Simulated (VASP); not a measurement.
A run of VASP 6.6.1 is set up as follows.

File INCAR:

```
SYSTEM = SiNi3
PREC = Accurate
ENCUT = 520
EDIFF = 1E-7
ISMEAR = 0
SIGMA = 0.1
LREAL = .FALSE.
LASPH = .TRUE.
NELM = 80
ALGO = Fast
ISIF = 2
LWAVE = .FALSE.
LCHARG = .FALSE.
GGA = PS
NBANDS = 25
ISYM = 0
```

KPOINTS

```
regular mesh
0
G
  10 10 12
  0 0 0
```

Contents of POSCAR:

```
SiNi3
1.0
    3.4612022787      0.0000000000      0.0000000000
    0.0000000000      3.4612022787      0.0000000000
    0.0000000000      0.0000000000      3.4612022787
Si Ni
1 3
Direct
    0.0000000000      0.0000000000      0.0000000000
    0.0000000000      0.5000000000      0.5000000000
    0.5000000000      0.0000000000      0.5000000000
    0.5000000000      0.5000000000      0.0000000000
```

Potentials or basis: VASP PAW PBE potentials, release 64 (Si, Ni).

Launch:

```bash
$ cat potpaw_PBE.64/Si/POTCAR potpaw_PBE.64/Ni/POTCAR > POTCAR
$ mpirun -np 1 vasp_std > vasp.out
```

(1) What does it give for the band gap on the k mesh?

(2) What does it give for the pressure?

## Answers

(1) zero (band 17 reaches 11.13 eV, above the bottom of band 18 at 10.88 eV).

(2) 0.1 GPa.

Caveat: the PAW data sets were made with another functional, which shifts forces and pressure a little.
